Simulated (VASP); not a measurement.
Wanted: the native input for a VASP 6.6.1 run.

* Task: single point
* Functional: PBEsol
* Potentials or basis: VASP PAW PBE potentials, release 64 (Sr_sv, Tl_d)
* Cutoff: 520 eV
* k mesh: 6 × 6 × 6
* Occupations: fermi-dirac, width 0.1 eV
* Spin: no spin polarisation
* Dipole correction: no
* Further INCAR settings: ALGO = Normal; EDIFF = 1e-07; NBANDS = 18

The structure of SrTl lies in POSCAR:

```
SrTl
1.0
    4.0261697523      0.0000000000      0.0000000000
    0.0000000000      4.0261697523      0.0000000000
    0.0000000000      0.0000000000      4.0261697523
Sr Tl
1 1
Direct
    0.0000000000      0.0000000000      0.0000000000
    0.5000000000      0.5000000000      0.5000000000
```

These files were run (other wordings do the same):

INCAR

```
  ALGO = Normal
  EDIFF = 1E-7
  ENCUT = 520
  GGA = PS
  ISIF = 2
  ISMEAR = -1
  LASPH = T
  LCHARG = F
  LREAL = F
  LWAVE = F
  NBANDS = 18
  NELM = 100
  PREC = Accurate
  SIGMA = 0.1
```

KPOINTS

```
k-points
0
Gamma
  6 6 6
```

Potentials or basis: VASP PAW PBE potentials, release 64 (Sr_sv, Tl_d).

Command:

```sh
$ cat potpaw_PBE.64/Sr_sv/POTCAR potpaw_PBE.64/Tl_d/POTCAR > POTCAR
$ mpirun -np 1 vasp_std > vasp.out
```

Results of the run:

```
Pressure : 0.0 GPa
```

Caveat: the PAW data sets were made with another functional, which shifts forces and pressure a little.

It took 23 s on 1 thread of Intel(R) Xeon(R) Platinum 8375C CPU @ 2.90GHz (Ice Lake), with other jobs on the host, peak memory 0.18 GiB.
